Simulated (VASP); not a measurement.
Write the native input for VASP 6.6.1 that does the following.

```
Task                   : single point
Functional             : r2SCAN
Potentials or basis    : VASP PAW PBE potentials, release 64 (Ba_sv, Ti_sv, O)
Cutoff                 : 520 eV
k mesh                 : 8 × 8 × 8
Occupations            : gaussian, width 0.05 eV
Spin                   : no spin polarisation
Dipole correction      : no
Further INCAR settings : ALGO = Normal; EDIFF = 1e-07; NBANDS = 28
```

The system is BaTiO3.

```
CELL_PARAMETERS angstrom
4.00730 0.00000 0.00000
0.00000 4.00730 0.00000
0.00000 0.00000 4.00730
ATOMIC_POSITIONS crystal
Ba 0.00000 0.00000 0.00000
Ti 0.50000 0.50000 0.50000
O 0.00000 0.50000 0.50000
O 0.50000 0.50000 0.00000
O 0.50000 0.00000 0.50000
```

These files were run (other wordings do the same):

POSCAR

```
BaTiO3
1.0
    4.0072991724      0.0000000000      0.0000000000
    0.0000000000      4.0072991724      0.0000000000
    0.0000000000      0.0000000000      4.0072991724
Ba Ti O
1 1 3
Direct
    0.0000000000      0.0000000000      0.0000000000
    0.5000000000      0.5000000000      0.5000000000
    0.0000000000      0.5000000000      0.5000000000
    0.5000000000      0.5000000000      0.0000000000
    0.5000000000      0.0000000000      0.5000000000
```

INCAR.step1

```
PREC = Accurate
ENCUT = 520
ISMEAR = 0
SIGMA = 0.05
LREAL = False
LASPH = True
NELM = 60
NBANDS = 28
GGA = PE
ALGO = Normal
EDIFF = 1E-4
LWAVE = True
LCHARG = False
```

INCAR.step2

```
PREC = Accurate
ENCUT = 520
EDIFF = 1E-7
ISMEAR = 0
SIGMA = 0.05
LREAL = False
LASPH = True
NELM = 60
ALGO = Normal
ISIF = 2
LWAVE = False
LCHARG = True
METAGGA = R2SCAN
LMIXTAU = True
LELF = True
LVHAR = True
NBANDS = 28
ISTART = 1
```

KPOINTS

```
regular mesh
0
Gamma
  8 8 8
```

Potentials or basis: VASP PAW PBE potentials, release 64 (Ba_sv, Ti_sv, O).

Run with:

```sh
$ cat potpaw_PBE.64/Ba_sv/POTCAR potpaw_PBE.64/Ti_sv/POTCAR potpaw_PBE.64/O/POTCAR > POTCAR
$ cp INCAR.step1 INCAR
$ mpirun -np 1 vasp_std > vasp.out
$ cp INCAR.step2 INCAR
$ mpirun -np 1 vasp_std > vasp.out
```

Results of the run:

```
Pressure               : 0.2 GPa
Band gap on the k mesh : 2.13 eV (least direct gap 2.29 eV)
```

Caveat: the PAW data sets were made with another functional, which shifts forces and pressure a little; spin-orbit coupling is left out, which moves the levels of the heavy elements.

Wall time 7.1 min on 1 thread of Intel Xeon 8259CL, with other jobs on the host, peak memory 0.21 GiB.
